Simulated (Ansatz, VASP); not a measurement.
**Two plane-wave programs on TaN**

File INCAR:

```
SYSTEM = TaN
PREC = Accurate ; ENCUT = 600
EDIFF = 1E-6 ; ISMEAR = 0
SIGMA = 0.15 ; LREAL = .False.
LASPH = .True. ; NELM = 120
ALGO = Normal ; ISIF = 2
LWAVE = .False. ; LCHARG = .True.
LELF = .True. ; LVHAR = .True.
NBANDS = 16 ; GGA_COMPAT = .False.
```

KPOINTS

```
regular mesh
0
Gamma
  18 18 18
  0 0 0
```

The input POSCAR:

```
TaN
1.0
    0.0000000000      2.1738356505      2.1738356505
    2.1738356505      0.0000000000      2.1738356505
    2.1738356505      2.1738356505      0.0000000000
Ta N
1 1
Direct
    0.4989139126      0.5010860874      0.5010860874
    0.0140304995     -0.0140304995     -0.0140304995
```

Input for Ansatz:

```yaml
crystal:
  lattice:
    - [0.0, 2.1738356505, 2.1738356505]
    - [2.1738356505, 0.0, 2.1738356505]
    - [2.1738356505, 2.1738356505, 0.0]
  atoms:
    - { symbol: Ta, position: [0.4989139126, 0.5010860874, 0.5010860874] }
    - { symbol: "N", position: [0.0140304995, -0.0140304995, -0.0140304995] }
basis:
  ecutwfc: 520.0
kpoints:
  mp_grid: { grid: [18, 18, 18] }
hamiltonian:
  xc: lda
  pseudopotentials: { kind: paw, azcp: { folder: soft_1 } }
scf:
  occupations: { method: gaussian, width: 0.15 }
output:
  forces: true
  stress: true
  eigenvalues: true
```

Change from the starting cell: mode 4 frozen in at -0.061 Å and mode 6 at +0.000 Å (largest displacements).

Alike in both runs: task single point; functional LDA; k mesh 18 × 18 × 18; occupations gaussian, width 0.15 eV; no spin polarisation.

|  | VASP | Ansatz |
| --- | --- | --- |
| version | VASP 6.6.1 | Ansatz 0.2.0 |
| potentials or method | VASP PAW LDA potentials, release 64 (Ta_sv_GW, N), cutoff 600 eV | scalar-relativistic, plane waves, PAW |
| valence electrons in the cell | 18 | 18 |

VASP gave:

```
gap on the k mesh at the Fermi level (eV)                     : none
pressure (GPa)                                                : 2.2
traceless stress, the component that is largest in VASP (GPa) : 1.61
rms of the force components (eV/Å)                            : 0.346
```

Task: Which values does Ansatz return?

Result: gap on the k mesh at the Fermi level (eV): none; pressure (GPa): 0.7; traceless stress, the component that is largest in VASP (GPa): 1.60; rms of the force components (eV/Å): 0.341.

Ansatz warns that its potentials were made for another functional, while VASP's fit it. LDA's correlation is that of Perdew and Zunger in VASP and of Perdew and Wang (1992) in Ansatz. Atom by atom the forces differ by 0.005 eV/Å (rms over components). A gap of «none» marks a metal or a gap that the smearing closes.

Spin-orbit coupling is off throughout.
